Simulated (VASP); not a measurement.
# Ru (P6_3/mmc) in VASP: notebook, part 2 of 3

VASP 6.6.1.

### 4 Vibrations by perturbation theory, LDA (13.37 Å³/atom)

This run uses another cell than the first one, of 13.37 Å³/atom.

INCAR

```
PREC = Accurate
ENCUT = 520
EDIFF = 1E-8
ISMEAR = -1
SIGMA = 0.15
LREAL = F
LASPH = T
NELM = 100
ALGO = Normal
ISIF = 2
LWAVE = F
LCHARG = F
GGA = CA
IBRION = 8
NSW = 1
```

KPOINTS

```
regular mesh
0
Gamma
  18 18 10
```

POSCAR

```
Ru
1.0
    2.6943884920      0.0000000000      0.0000000000
   -1.3471942460      2.3334088818      0.0000000000
    0.0000000000      0.0000000000      4.2517265189
Ru
2
Direct
    0.3333333333      0.6666666667      0.2500000000
    0.6666666667      0.3333333333      0.7500000000
```

Potentials or basis: VASP PAW LDA potentials, release 64 (Ru_pv).

Run with:

```console
$ cat potpaw_LDA.64/Ru_pv/POTCAR > POTCAR
$ mpirun -np 1 vasp_std > vasp.out
```

OUTCAR:

```text
PREC = Accurate
   ENCUT = 520
   EDIFF = 1E-8
   ISMEAR = -1
   LREAL = F
   LASPH = T
   NELM = 100
   ISIF = 2
   GGA = CA
   IBRION = 8
   NSW = 1

 ion  position               nearest neighbor table
   1  0.333  0.667  0.250-   2 2.63   2 2.63   2 2.63   2 2.63   2 2.63   2 2.63
   2  0.667  0.333  0.750-   1 2.63   1 2.63   1 2.63   1 2.63   1 2.63   1 2.63

  LATTYP: Found a hexagonal cell.
 ALAT       =     2.6943884920
 C/A-ratio  =     1.5779931259

  Lattice vectors:

 A1 = (   2.6943884920,   0.0000000000,   0.0000000000)
 A2 = (  -1.3471942460,   2.3334088818,   0.0000000000)
 A3 = (   0.0000000000,   0.0000000000,   4.2517265189)

Analysis of symmetry for initial positions (statically):
=====================================================================
 Subroutine PRICEL returns:
 Original cell was already a primitive cell.

 Routine SETGRP: Setting up the symmetry group for a
 hexagonal supercell.

 Subroutine GETGRP returns: Found 24 space group operations
 (whereof 12 operations were pure point group operations)
 out of a pool of 24 trial point group operations.

The static configuration has the point symmetry D_3d.
 The point group associated with its full space group is D_6h.

Analysis of symmetry for dynamics (positions and initial velocities):
=====================================================================
 Subroutine PRICEL returns:
 Original cell was already a primitive cell.

 Routine SETGRP: Setting up the symmetry group for a
 hexagonal supercell.

[... 699 lines left out ...]

[... ionic steps 2 to 3 ...]

--------------------------------------- Ionic step        4  -------------------------------------------

------------------------ aborting loop because EDIFF is reached ----------------------------------------

[... ionic steps 5 to 5 ...]

--------------------------------------- Ionic step        6  -------------------------------------------

 Free energy of the ion-electron system (eV)
  ---------------------------------------------------
  ---------------------------------------------------
  free energy    TOTEN  =        -0.73316135 eV

  energy without entropy =       -0.73316135

------------------------ aborting loop because EDIFF is reached ----------------------------------------

 INTERNAL STRAIN TENSOR  FOR ION    1  DIRECTION 3   (eV/Angst):
 -----------------------------------------------------------------------------
    -0.06160  0.00000  0.00000
     0.00000 -0.06160  0.00000
    -0.00000  0.00000  0.12997

 INTERNAL STRAIN TENSOR FOR ION    2 for displacements in x,y,z  (eV/Angst):
          X           Y           Z          XY          YZ          ZX
  --------------------------------------------------------------------------------
  x    -0.00000     0.00000     0.00000     2.79453     0.00000     0.00000
  y     2.79453    -2.79453    -0.00000     0.00000     0.00000     0.00000
  z     0.00000     0.00000     0.00000     0.00000     0.00000     0.00000

 SECOND DERIVATIVES (NOT SYMMETRIZED)
 ------------------------------------
               1X          1Y          1Z          2X          2Y          2Z
  1X    -7.298285    0.000000    0.000000    7.298285    0.000000    0.000000
  1Y     0.000000   -7.298285    0.000000    0.000000    7.298285    0.000000
  1Z     0.000000    0.000000  -12.285355    0.000000   -0.000000   12.285355
  2X     7.298285    0.000000    0.000000   -7.298285    0.000000    0.000000
  2Y     0.000000    7.298285    0.000000    0.000000   -7.298285    0.000000
  2Z     0.000000   -0.000000   12.285355    0.000000    0.000000  -12.285355

 Eigenvectors and eigenvalues of the dynamical matrix
 ----------------------------------------------------

   1 f  =    7.708120 THz    48.431544 2PiTHz  257.115196 cm-1    31.878207 meV
             X         Y         Z           dx          dy          dz
     -0.000000  1.555606  1.062932     0.000000    0.000000   -0.707107
      1.347194  0.777803  3.188795     0.000000    0.000000    0.707107
[... 11 lines left out ...]
   4 f  =    0.000000 THz     0.000000 2PiTHz    0.000000 cm-1     0.000000 meV
             X         Y         Z           dx          dy          dz
     -0.000000  1.555606  1.062932     0.000000   -0.000000    0.707107
      1.347194  0.777803  3.188795     0.000000    0.000000    0.707107

   5 f/i=    0.000000 THz     0.000000 2PiTHz    0.000002 cm-1     0.000000 meV
             X         Y         Z           dx          dy          dz
     -0.000000  1.555606  1.062932    -0.670820    0.223607    0.000000
      1.347194  0.777803  3.188795    -0.670820    0.223607    0.000000

   6 f/i=    0.000000 THz     0.000001 2PiTHz    0.000003 cm-1     0.000000 meV
             X         Y         Z           dx          dy          dz
     -0.000000  1.555606  1.062932     0.223607    0.670820    0.000000
      1.347194  0.777803  3.188795     0.223607    0.670820    0.000000

--------------------------------------------------------------------------------------------------------

 ELASTIC MODULI CONTR FROM IONIC RELAXATION (kBar)
 Direction    XX          YY          ZZ          XY          YZ          ZX
 --------------------------------------------------------------------------------
 XX         -64.1343     64.1343      0.0000     -0.0000      0.0000      0.0000
 YY          64.1343    -64.1343     -0.0000      0.0000      0.0000      0.0000
 ZZ           0.0000     -0.0000     -0.0000      0.0000      0.0000      0.0000
 XY          -0.0000      0.0000      0.0000    -64.1343      0.0000      0.0000
 YZ           0.0000      0.0000      0.0000      0.0000      0.0000      0.0000
 ZX           0.0000      0.0000      0.0000      0.0000      0.0000      0.0000
 --------------------------------------------------------------------------------
```

OSZICAR:

```text
N       E                     dE             d eps       ncg     rms          rms(c)
DAV:   1     0.286669831852E+03    0.28667E+03   -0.18061E+04  8000   0.174E+03
DAV:   2    -0.159692724671E+02   -0.30264E+03   -0.29677E+03  8466   0.499E+02
DAV:   3    -0.228372451475E+02   -0.68680E+01   -0.66908E+01  8448   0.805E+01
DAV:   4    -0.229117526429E+02   -0.74507E-01   -0.74312E-01  9864   0.729E+00
[... 60 lines left out ...]
RMM:  19    -0.733161399054E+00    0.39173E-07   -0.83825E-07 12450   0.889E-05    0.297E-06
RMM:  20    -0.733161386789E+00    0.12265E-07   -0.69113E-07  9372   0.818E-05    0.404E-06
RMM:  21    -0.733161363804E+00    0.22985E-07   -0.42497E-07  8346   0.768E-05    0.447E-06
RMM:  22    -0.733161362118E+00    0.16860E-08   -0.34454E-07  8261   0.736E-05    0.430E-06
RMM:  23    -0.733161351898E+00    0.10220E-07   -0.20342E-07  9987   0.714E-05    0.429E-06
 Linear response finished
```

It took 13 min on 1 thread of Intel Xeon Platinum 8488C (Sapphire Rapids), shared host; peak memory 0.88 GiB.

What came out:

- Highest phonon frequency at Γ: 257 cm⁻¹

Phonon frequencies in cm⁻¹ (negative: imaginary):
```tsv
q point	frequencies
(0.000, 0.000, 0.000)	0 0 0 198 198 257
```

Caveat: the cell stands under pressure or tension, which shifts response properties.

### 5 Vibrations by perturbation theory, LDA

This run uses another cell than the first one, of 12.42 Å³/atom.

INCAR

```
SYSTEM = Ru
PREC     = Accurate       ! precision mode
ENCUT    = 520            ! plane-wave cutoff, eV
EDIFF    = 1E-8           ! SCF threshold, eV
ISMEAR   = -1             ! smearing method
SIGMA    = 0.15           ! smearing width, eV
LREAL    = .FALSE.        ! projectors in reciprocal space
LASPH    = .TRUE.         ! aspherical terms in the spheres
NELM     = 100            ! most SCF steps
ALGO     = Normal         ! electronic algorithm
ISIF     = 2              ! what is computed and relaxed
LWAVE    = .FALSE.        ! write WAVECAR
LCHARG   = .FALSE.        ! write CHGCAR
GGA      = CA             ! functional
NBANDS   = 21             ! bands
IBRION   = 8              ! ionic algorithm
NSW      = 1              ! ionic steps
```

KPOINTS

```
regular mesh
0
G
  18 18 10
  0 0 0
```

POSCAR

```
Ru
1.0
    2.6267045313      0.0000000000      0.0000000000
   -1.3133522656      2.2747928523      0.0000000000
    0.0000000000      0.0000000000      4.1582702571
Ru
2
Direct
    0.3333333333      0.6666666667      0.2500000000
    0.6666666667      0.3333333333      0.7500000000
```

Potentials or basis: VASP PAW LDA potentials, release 64 (Ru_pv).

Run with:

```console
$ cat potpaw_LDA.64/Ru_pv/POTCAR > POTCAR
$ mpirun -np 1 vasp_std > vasp.out
```

OUTCAR:

```text
SYSTEM = Ru
   PREC = Accurate
   ENCUT = 520
   EDIFF = 1E-8
   ISMEAR = -1
   LREAL = .FALSE.
   LASPH = .TRUE.
   NELM = 100
   ISIF = 2
   GGA = CA
   IBRION = 8
   NSW = 1

 ion  position               nearest neighbor table
   1  0.333  0.667  0.250-   2 2.57   2 2.57   2 2.57   2 2.57   2 2.57   2 2.57
   2  0.667  0.333  0.750-   1 2.57   1 2.57   1 2.57   1 2.57   1 2.57   1 2.57

  LATTYP: Found a hexagonal cell.
 ALAT       =     2.6267045313
 C/A-ratio  =     1.5830749928

  Lattice vectors:

 A1 = (   2.6267045313,   0.0000000000,   0.0000000000)
 A2 = (  -1.3133522656,   2.2747928523,   0.0000000000)
 A3 = (   0.0000000000,   0.0000000000,   4.1582702571)

Analysis of symmetry for initial positions (statically):
=====================================================================
 Subroutine PRICEL returns:
 Original cell was already a primitive cell.

 Routine SETGRP: Setting up the symmetry group for a
[... 817 lines left out ...]
  x     0.00000    -0.00000    -0.00000     4.25774     0.00000     0.00000
  y     4.25774    -4.25774     0.00000    -0.00000     0.00000     0.00000
  z    -0.00000     0.00000     0.00000     0.00000     0.00000     0.00000

 SECOND DERIVATIVES (NOT SYMMETRIZED)
 ------------------------------------
               1X          1Y          1Z          2X          2Y          2Z
  1X    -9.050100   -0.000000    0.000000    9.050100    0.000000    0.000000
  1Y    -0.000000   -9.050100    0.000000    0.000000    9.050100    0.000000
  1Z     0.000000    0.000000  -18.205221    0.000000    0.000000   18.205221
  2X     9.050100    0.000000    0.000000   -9.050100   -0.000000    0.000000
  2Y     0.000000    9.050100    0.000000   -0.000000   -9.050100    0.000000
  2Z     0.000000    0.000000   18.205221    0.000000    0.000000  -18.205221

 Eigenvectors and eigenvalues of the dynamical matrix
 ----------------------------------------------------

   1 f  =    9.383235 THz    58.956601 2PiTHz  312.991013 cm-1    38.805922 meV
             X         Y         Z           dx          dy          dz
     -0.000000  1.516529  1.039568     0.000000    0.000000    0.707107
      1.313352  0.758264  3.118703     0.000000   -0.000000   -0.707107
[... 11 lines left out ...]
   4 f  =    0.000000 THz     0.000000 2PiTHz    0.000002 cm-1     0.000000 meV
             X         Y         Z           dx          dy          dz
     -0.000000  1.516529  1.039568     0.676526   -0.202541    0.035914
      1.313352  0.758264  3.118703     0.676526   -0.202541    0.035914

   5 f/i=    0.000000 THz     0.000000 2PiTHz    0.000002 cm-1     0.000000 meV
             X         Y         Z           dx          dy          dz
     -0.000000  1.516529  1.039568    -0.205216   -0.656095    0.165606
      1.313352  0.758264  3.118703    -0.205216   -0.656095    0.165606

   6 f/i=    0.000000 THz     0.000001 2PiTHz    0.000005 cm-1     0.000001 meV
             X         Y         Z           dx          dy          dz
     -0.000000  1.516529  1.039568     0.014112    0.168867    0.686502
      1.313352  0.758264  3.118703     0.014112    0.168867    0.686502

--------------------------------------------------------------------------------------------------------

 ELASTIC MODULI CONTR FROM IONIC RELAXATION (kBar)
 Direction    XX          YY          ZZ          XY          YZ          ZX
 --------------------------------------------------------------------------------
 XX        -129.1666    129.1666     -0.0000     -0.0000      0.0000      0.0000
 YY         129.1666   -129.1666      0.0000     -0.0000      0.0000      0.0000
 ZZ          -0.0000      0.0000     -0.0000      0.0000      0.0000      0.0000
 XY          -0.0000     -0.0000      0.0000   -129.1666      0.0000      0.0000
 YZ           0.0000      0.0000      0.0000      0.0000      0.0000      0.0000
 ZX           0.0000      0.0000      0.0000      0.0000      0.0000      0.0000
 --------------------------------------------------------------------------------
```

stdout:

```text
POSCAR found type information on POSCAR Ru
 POSCAR found :  1 types and       2 ions
 scaLAPACK will be used
 LDA part: xc-table for (Slater(with rela. corr.)+CA(PZ))
 , standard interpolation
 POSCAR, INCAR and KPOINTS ok, starting setup
 FFT: planning ... GRIDC
 FFT: planning ... GRID_SOFT
 FFT: planning ... GRID
 WAVECAR not read
 entering main loop
 Linear response reoptimize wavefunctions to high precision
 Linear response DOF=           2
 Linear response progress:
 first order change of Fermi-energy  -0.30892E-05
 force on displaced ion       1 direction 1 :  -9.050   0.001   0.000
 Linear response progress:
 first order change of Fermi-energy   0.86513E-04
 force on displaced ion       1 direction 3 :   0.000   0.000 -18.205
 Linear response finished
```

Run time: 9.3 min. Hardware: 1 thread of Intel Xeon 6975P-C (Granite Rapids), shared host; peak memory 0.94 GiB.

What came out:

```
Highest phonon frequency at Γ : 313 cm⁻¹
```

Phonon frequencies in cm⁻¹ (negative: imaginary):
```
              q point        frequencies
(0.000, 0.000, 0.000)  0 0 0 221 221 313
```

Caveat: the cell stands under pressure or tension, which shifts response properties.

[end of part 2 of 3]
